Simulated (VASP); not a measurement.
# MgO (Fm-3m) in VASP: further runs

Runs on MgO. Level: PBE. Tasks: single point.

All numbers are computed with VASP 6.6.1; they aren't measurements. Logs are shortened: lines on timing, memory, paths and dates and some standing lists are left out, and cuts for length are marked.

## 1. The cell of the first run

Symmetry: Fm-3m, No. 225, cubic system. Conventional cell: a = 4.149 Å, b = 4.149 Å, c = 4.149 Å, α = 90.00°, β = 90.00°, γ = 90.00°. Mg (site symmetry m-3m) has 6 O at 2.07 Å within 2.7 Å. Within 2.7 Å of O (site symmetry m-3m) lie 6 Mg at 2.07 Å.

## 2. Single point, PBE

Contents of INCAR:

```
PREC     = Accurate       # precision mode
ENCUT    = 840            # plane-wave cutoff, eV
EDIFF    = 1E-6           # SCF threshold, eV
ISMEAR   = 0              # smearing method
SIGMA    = 0.1            # smearing width, eV
LREAL    = False          # projectors in reciprocal space
LASPH    = True           # aspherical terms in the spheres
NELM     = 120            # most SCF steps
ALGO     = Normal         # electronic algorithm
ISIF     = 2              # what is computed and relaxed
LWAVE    = False          # write WAVECAR
LCHARG   = True           # write CHGCAR
GGA      = PE             # functional
LELF     = True           # ELF
LVHAR    = True         
NBANDS   = 15             # bands
GGA_COMPAT= False
```

Contents of KPOINTS:

```
regular mesh
0
Gamma
  8 8 8
```

Contents of POSCAR:

```
MgO
1.0
    0.0000000000      2.0745254868      2.0745254868
    2.0745254868      0.0000000000      2.0745254868
    2.0745254868      2.0745254868      0.0000000000
Mg O
1 1
Direct
    0.0000000000      0.0000000000      0.0000000000
    0.5000000000      0.5000000000      0.5000000000
```

Potentials or basis: VASP PAW PBE potentials, release 64 (Mg_sv, O).

On the command line:

```bash
$ cat potpaw_PBE.64/Mg_sv/POTCAR potpaw_PBE.64/O/POTCAR > POTCAR
$ mpirun -np 1 vasp_std > vasp.out
```

OUTCAR:

```text
PREC = Accurate
   ENCUT = 840
   EDIFF = 1E-6
   ISMEAR = 0
   LREAL = False
   LASPH = True
   NELM = 120
   ISIF = 2
   GGA = PE

 ion  position               nearest neighbor table
   1  0.000  0.000  0.000-   2 2.07   2 2.07   2 2.07   2 2.07   2 2.07   2 2.07
   2  0.500  0.500  0.500-   1 2.07   1 2.07   1 2.07   1 2.07   1 2.07   1 2.07

  LATTYP: Found a face centered cubic cell.
 ALAT       =     4.1490509736

  Lattice vectors:

 A1 = (   0.0000000000,   2.0745254868,   2.0745254868)
 A2 = (   2.0745254868,   0.0000000000,   2.0745254868)
 A3 = (   2.0745254868,   2.0745254868,   0.0000000000)

Analysis of symmetry for initial positions (statically):
=====================================================================
 Subroutine PRICEL returns:
 Original cell was already a primitive cell.

 Routine SETGRP: Setting up the symmetry group for a
 face centered cubic supercell.

 Subroutine GETGRP returns: Found 48 space group operations
 (whereof 48 operations were pure point group operations)
 out of a pool of 48 trial point group operations.

The static configuration has the point symmetry O_h .

Analysis of symmetry for dynamics (positions and initial velocities):
=====================================================================
 Subroutine PRICEL returns:
 Original cell was already a primitive cell.

 Routine SETGRP: Setting up the symmetry group for a
 face centered cubic supercell.

 Subroutine GETGRP returns: Found 48 space group operations
 (whereof 48 operations were pure point group operations)
 out of a pool of 48 trial point group operations.

The dynamic configuration has the point symmetry O_h .

 Subroutine INISYM returns: Found 48 space group operations
 (whereof 48 operations are pure point group operations),
 and found     1 'primitive' translations

----------------------------------------------------------------------------------------

                                     Primitive cell

  volume of cell :      17.8561

  direct lattice vectors                    reciprocal lattice vectors
     0.000000000  2.074525487  2.074525487    -0.241018972  0.241018972  0.241018972
     2.074525487  0.000000000  2.074525487     0.241018972 -0.241018972  0.241018972
     2.074525487  2.074525487  0.000000000     0.241018972  0.241018972 -0.241018972

  length of vectors
     2.933822079  2.933822079  2.933822079     0.417457105  0.417457105  0.417457105

  position of ions in fractional coordinates (direct lattice)
     0.000000000  0.000000000  0.000000000
     0.500000000  0.500000000  0.500000000

  ion indices of the primitive-cell ions
   primitive index   ion index
                 1           1
                 2           2

----------------------------------------------------------------------------------------

 KPOINTS: regular mesh

Automatic generation of k-mesh.
 Grid dimensions read from file:
 generate k-points for:    8    8    8

 Generating k-lattice:

  Cartesian coordinates                     Fractional coordinates (reciprocal lattice)
    -0.030127371  0.030127371  0.030127371     0.125000000  0.000000000  0.000000000
     0.030127371 -0.030127371  0.030127371     0.000000000  0.125000000  0.000000000
     0.030127371  0.030127371 -0.030127371     0.000000000  0.000000000  0.125000000

  Length of vectors
     0.052182138  0.052182138  0.052182138

  Shift w.r.t. Gamma in fractional coordinates (k-lattice)
     0.000000000  0.000000000  0.000000000

 Subroutine IBZKPT returns following result:
 ===========================================

 Found     29 irreducible k-points:

 Following reciprocal coordinates:
            Coordinates               Weight
  0.000000  0.000000  0.000000      1.000000
  0.125000  0.000000  0.000000      8.000000
  0.250000  0.000000  0.000000      8.000000
  0.375000  0.000000  0.000000      8.000000
  0.500000  0.000000  0.000000      4.000000
  0.125000  0.125000  0.000000      6.000000
[... 16 lines left out ...]
  0.500000  0.250000  0.125000     48.000000
 -0.375000  0.250000  0.125000     24.000000
 [... further k-points ...]
   k-points           NKPTS =     29   k-points in BZ     NKDIM =     29   number of bands    NBANDS=     15
   number of dos      NEDOS =    301   number of ions     NIONS =      2
   total plane-waves  NPLWV =  21952
   dimension x,y,z NGX =    28 NGY =   28 NGZ =   28
   dimension x,y,z NGXF=    56 NGYF=   56 NGZF=   56
   ions per type =               1   1
   NGX,Y,Z   is equivalent  to a cutoff of  15.87, 15.87, 15.87 a.u.
   NGXF,Y,Z  is equivalent  to a cutoff of  31.73, 31.73, 31.73 a.u.
 SYSTEM =  unknown system
   PREC   = accura    normal or accurate (medium, high low for compatibility)
   ISTART =      0    job   : 0-new  1-cont  2-samecut
   ICHARG =      2    charge: 1-file 2-atom 10-const
   ISPIN  =      1    spin polarized calculation?
   LNONCOLLINEAR =      F non collinear calculations
   LSORBIT =      F    spin-orbit coupling
   LASPH  =      T    aspherical Exc in radial PAW
   ENCUT  =  840.0 eV  61.74 Ry    7.86 a.u.   6.93  6.93  6.93*2*pi/ulx,y,z
   NELM   =    120;   NELMIN=  2; NELMDL= -5     # of ELM steps
   EDIFF  = 0.1E-05   stopping-criterion for ELM
   LREAL  =      F    real-space projection
   EDIFFG = 0.1E-04   stopping-criterion for IOM
   NSW    =      0    number of steps for IOM
   IBRION =     -1    ionic relax: 0-MD 1-quasi-New 2-CG
   NFREE  =      0    steps in history (QN), initial steepest desc. (CG)
   ISIF   =      2    stress and relaxation
   ISYM   =      2    0-nonsym 1-usesym 2-fastsym
   POTIM  = 0.5000    time-step for ionic-motion
   TEBEG  =    0.0;   TEEND  =   0.0 temperature during run
   PSTRESS=    0.0 pullay stress
   NELECT =      16.0000    total number of electrons
   NUPDOWN=      -1.0000    fix difference up-down
   EMIN   =  10.00;   EMAX   =-10.00  energy-range for DOS
   EFERMI =   0.00;   METHOD = LEGACY
   ISMEAR =     0;   SIGMA  =   0.10  broadening in eV -4-tet -1-fermi 0-gaus
   EFERMI_NEDOS =   21; number of points for ismear=-14 and -15
   IALGO  =     38    algorithm
   IMIX   =      4    mixing-type and parameters
     AMIX     =   0.40;   BMIX     =  1.00
     AMIX_MAG =   1.60;   BMIX_MAG =  1.00
  volume/ion in A,a.u.               =       8.93        60.25
  Fermi-wavevector in a.u.,A,eV,Ry     =   1.578287  2.982530 33.891986  2.490991
  Thomas-Fermi vector in A             =   2.678841
   LORBIT       =      0    0 simple, 1 ext, 2 COOP (PROOUT), +10 PAW based schemes
   GGA     = PE    functional components
   LHFCALC =     F    Hartree Fock is set to
   AEXX    =    0.0000 exact exchange contribution
   IVDW    =     0    specifies the selected vdW correction
   LEPSILON=     F    determine dielectric tensor
   LRPA    =     F    only Hartree local field effects (RPA)
 non-spin polarized calculation
 Gauss-broadening in eV      SIGMA  =   0.10
  energy-cutoff  :      840.00
  volume of cell :       17.86
 maximum number of plane-waves:       999
   NGX = 13   NGY = 13   NGZ = 13

 number of electron      15.9999998 magnetization

 Free energy of the ion-electron system (eV)
  ---------------------------------------------------
  ext. energy  EPLUGINS =         0.00000000
  ---------------------------------------------------
  free energy    TOTEN  =       -11.82652181 eV

  energy without entropy =      -11.82652181  energy(sigma->0) =      -11.82652181

 E-fermi :   3.7372     XC(G=0): -11.6211

 val. band max:        3.2483892561   @ k =   0.0000   0.0000   0.0000
 cond. band min:       8.4394793370   @ k =   0.0000   0.0000   0.0000
 fundamental gap:      5.1910900810
 Fermi energy:         3.7371747674

 k-point     1 :       0.0000    0.0000    0.0000
  band No.  band energies     occupation
      1     -68.8674      2.00000
      2     -35.5860      2.00000
      3     -35.5860      2.00000
      4     -35.5860      2.00000
      5     -14.2363      2.00000
      6       3.2484      2.00000
      7       3.2484      2.00000
      8       3.2484      2.00000
      9       8.4395      0.00000
     10      19.3106      0.00000
     11      19.3106      0.00000
     12      19.3106      0.00000
     13      23.3457      0.00000
     14      25.1783      0.00000
     15      25.1783      0.00000

 k-point     2 :       0.1250    0.0000    0.0000
  band No.  band energies     occupation
      1     -68.8658      2.00000
      2     -35.6015      2.00000
      3     -35.5875      2.00000
      4     -35.5875      2.00000
      5     -14.0545      2.00000
      6       2.2793      2.00000
      7       3.1365      2.00000
      8       3.1365      2.00000
      9       9.3465      0.00000
     10      17.6168      0.00000
     11      19.6974      0.00000
     12      19.6974      0.00000
     13      24.2948      0.00000
     14      24.2948      0.00000
     15      25.6658      0.00000

 k-point     3 :       0.2500    0.0000    0.0000
  band No.  band energies     occupation
      1     -68.8619      2.00000
      2     -35.6386      2.00000
      3     -35.5911      2.00000
      4     -35.5911      2.00000
      5     -13.5812      2.00000
      6       0.5076      2.00000
      7       2.8790      2.00000
      8       2.8790      2.00000
      9      10.7698      0.00000
     10      16.1224      0.00000
     11      20.2883      0.00000
     12      20.2883      0.00000
     13      23.9033      0.00000
     14      23.9033      0.00000
     15      26.0560      0.00000
[... 343 lines left out ...]
 k-point    23 :       0.5000    0.2500    0.1250
  band No.  band energies     occupation
      1     -68.8562      2.00000
      2     -35.6653      2.00000
      3     -35.6192      2.00000
      4     -35.6019      2.00000
      5     -12.8388      2.00000
      6      -0.6031      2.00000
      7       1.4389      2.00000
      8       2.3254      2.00000
      9      13.1381      0.00000
     10      15.2307      0.00000
     11      17.7116      0.00000
     12      20.9729      0.00000
     13      23.4474      0.00000
     14      26.2640      0.00000
     15      30.0690      0.00000

 k-point    24 :      -0.3750    0.2500    0.1250
  band No.  band energies     occupation
      1     -68.8548      2.00000
      2     -35.6736      2.00000
      3     -35.6217      2.00000
      4     -35.6049      2.00000
      5     -12.6544      2.00000
      6      -0.9178      2.00000
      7       1.2218      2.00000
      8       2.2010      2.00000
      9      13.2512      0.00000
     10      15.8852      0.00000
     11      17.2712      0.00000
     12      20.7293      0.00000
     13      24.3270      0.00000
     14      25.9571      0.00000
     15      30.1825      0.00000

 [... further k-points ...]
[... 5 lines left out ...]
  --------------------------------------------------------------------------------------
  -------------------------------------------------------------------------------------
  Total        1.4681803      1.4681803      1.4681803      0.0000000      0.0000000      0.0000000
  in kB      131.7357542    131.7357542    131.7357542      0.0000000      0.0000000      0.0000000
  external PRESSURE =     131.7357542 kB  Pullay stress =       0.0000000 kB

 VOLUME and BASIS-vectors are now :
 -----------------------------------------------------------------------------
  energy-cutoff  :      840.00
  volume of cell :       17.86
      direct lattice vectors                 reciprocal lattice vectors
     0.000000000  2.074525487  2.074525487    -0.241018972  0.241018972  0.241018972
     2.074525487  0.000000000  2.074525487     0.241018972 -0.241018972  0.241018972
     2.074525487  2.074525487  0.000000000     0.241018972  0.241018972 -0.241018972

 POSITION                                       TOTAL-FORCE (eV/Angst)
 -----------------------------------------------------------------------------------
      0.00000      0.00000      0.00000        -0.000000     -0.000000     -0.000000
      2.07453      2.07453      2.07453         0.000000      0.000000      0.000000
 -----------------------------------------------------------------------------------
    total drift:                                0.000000      0.000000      0.000000

  FREE ENERGIE OF THE ION-ELECTRON SYSTEM (eV)
  ---------------------------------------------------
  free  energy   TOTEN  =       -11.8265218111 eV

  energy  without entropy=      -11.8265218111  energy(sigma->0) =      -11.82652181
```

Run time: 11 s. Hardware: 1 thread of AMD EPYC 7R13 (Zen 3), shared host; peak memory 0.13 GiB.

What came out:

| Property | Result |
| --- | --- |
| Free energy | -11.8265 eV |
| Pressure | 13.2 GPa |
| Band gap on the k mesh | 5.19 eV |

Caveat: the cell stands under pressure.

## 3. Single point, PBE

This run uses another cell than the first one, of 9.36 Å³/atom.

Contents of INCAR:

```
PREC = Accurate
ENCUT = 840
EDIFF = 1E-6
ISMEAR = 0
SIGMA = 0.02
LREAL = False
LASPH = True
NELM = 120
ALGO = Normal
ISIF = 2
LWAVE = False
LCHARG = False
GGA = PE
NBANDS = 15
GGA_COMPAT = False
```

Contents of KPOINTS:

```
regular mesh
0
Gamma
  10 10 10
```

Contents of POSCAR:

```
MgO
1.0
    0.0000000000      2.1076805979      2.1076805979
    2.1076805979      0.0000000000      2.1076805979
    2.1076805979      2.1076805979      0.0000000000
Mg O
1 1
Direct
    0.0000000000      0.0000000000      0.0000000000
    0.5000000000      0.5000000000      0.5000000000
```

Potentials or basis: VASP PAW PBE potentials, release 64 (Mg_sv, O).

On the command line:

```bash
$ cat potpaw_PBE.64/Mg_sv/POTCAR potpaw_PBE.64/O/POTCAR > POTCAR
$ mpirun -np 1 vasp_std > vasp.out
```

It took 18 s on 1 thread of AMD EPYC 7R13 (Zen 3), shared host; peak memory 0.14 GiB.

Results (log left out):

| Quantity | Value |
| --- | --- |
| Free energy | -11.8762 eV |
| Pressure | 4.4 GPa |
| Band gap on the k mesh | 4.72 eV |

Levels at points of the mesh, in eV from the valence-band top:
```
           k point  band 5  band 6  band 7  band 8  band 9  band 10  band 11  band 12
(0.00, 0.00, 0.00)  -17.24    0.00    0.00    0.00    4.72    15.79    15.79    15.79
(0.50, 0.00, 0.00)  -15.93   -4.60   -0.65   -0.65    7.89    12.59    16.31    16.31
(0.50, 0.50, 0.00)  -15.71   -4.04   -1.34   -1.34    9.12     9.98    13.08    18.96
```

Caveat: the cell stands under pressure. As with any semilocal functional, this PBE gap is likely too small.

(Continued in part 2 of 2.)
